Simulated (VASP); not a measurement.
Runs of VASP 6.6.1 on Co. The structure is that of space group P6_3/mmc (No. 194), or close to it. The cells are those of the table. 

```csv
task,level,potentials or basis,cell,cutoff (eV),gap on the mesh (eV),pressure (GPa),moment (μB)
single point,PBEsol,"VASP PAW PBE potentials, release 64 (Co)","a = 2.495, b = 2.495, c = 4.032 Å, angles 90.0, 90.0, 120.0°, 2 atoms",520,none,(a),3.23
single point,LDA,"VASP PAW LDA potentials, release 64 (Co)","a = 2.495, b = 2.495, c = 4.032 Å, angles 90.0, 90.0, 120.0°, 2 atoms",520,none,-19.1,3.12
relaxation of cell and atoms,PBE,"VASP PAW PBE potentials, release 64 (Co)","relaxed from a = 2.512, b = 2.512, c = 4.070 Å, angles 90.0, 90.0, 120.0°, 2 atoms",600,none,0.0,3.23
single point,PBE,"VASP PAW PBE potentials, release 64 (Co)","a = 2.495, b = 2.495, c = 4.032 Å, angles 90.0, 90.0, 120.0°, 2 atoms",520,none,-0.8,(b)
```

Alike in all rows: spin collinear, ferromagnetic start; k mesh 17 × 17 × 9; smearing fermi-dirac 0.05 eV.

Question: Estimate the missing entries.

Answer: (a) -10.7; (b) 3.24.

Caveats: the cell stands under tension (at least some runs); the PAW data sets were made with another functional, which shifts forces and pressure a little (at least some runs).

A gap of «none» marks levels without a gap at the run's occupations.
